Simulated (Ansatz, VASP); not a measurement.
# One calculation of B, two programs

File INCAR:

```
PREC = Accurate ; ENCUT = 600
EDIFF = 1E-7 ; ISMEAR = -1
SIGMA = 0.1 ; LREAL = False
LASPH = True ; NELM = 80
ALGO = Normal ; ISIF = 3
LWAVE = False ; LCHARG = False
GGA = RE ; IBRION = 2
NSW = 80 ; EDIFFG = -0.01
```

File KPOINTS:

```
regular mesh
0
Gamma
  18 18 18
```

The input POSCAR:

```
B
1.0
   -1.1789190289      1.1789190289      1.1789190289
    1.1789190289     -1.1789190289      1.1789190289
    1.1789190289      1.1789190289     -1.1789190289
B
1
Direct
    0.0000000000      0.0000000000      0.0000000000
```

Input for Ansatz:

```yaml
crystal:
  lattice:
    - [-1.1789190289, 1.1789190289, 1.1789190289]
    - [1.1789190289, -1.1789190289, 1.1789190289]
    - [1.1789190289, 1.1789190289, -1.1789190289]
  atoms:
    - { symbol: B, position: [0.0, 0.0, 0.0] }
hamiltonian:
  xc: revpbe
  pseudopotentials:
    kind: paw
    azcp:
      B: "pseudopotentials/B.paw.azcp"
basis:
  ecutwfc: 420
  fft_grid_basis: typed
kpoints:
  mp_grid: { grid: [18, 18, 18], shift: [0, 0, 0] }
magnetization:
  spin_polarized: false
scf:
  occupations: { method: fermi_dirac, width: 0.1 }
relax:
  max_steps: 60
  f_tol: 0.01
  cell: {}
```

Alike in both runs: task relaxation of cell and atoms; functional revPBE; k mesh 18 × 18 × 18; occupations fermi-dirac, width 0.1 eV; no spin polarisation.

|  | VASP | Ansatz |
| --- | --- | --- |
| version | VASP 6.6.1 | Ansatz 0.2.0 |
| potentials or method | VASP PAW PBE potentials, release 64 (B), cutoff 600 eV | plane waves (420 eV) with PAW, scalar-relativistic |
| valence electrons in the cell | 3 | 3 |

```csv
,VASP,Ansatz,Ansatz less VASP
relaxed volume (Å³/atom),6.22,6.23,+0.010
relaxed cell length with the largest relative difference (Å),2.007,2.008,+0.0011
```

VASP's potentials were made for PBE, not for revPBE.
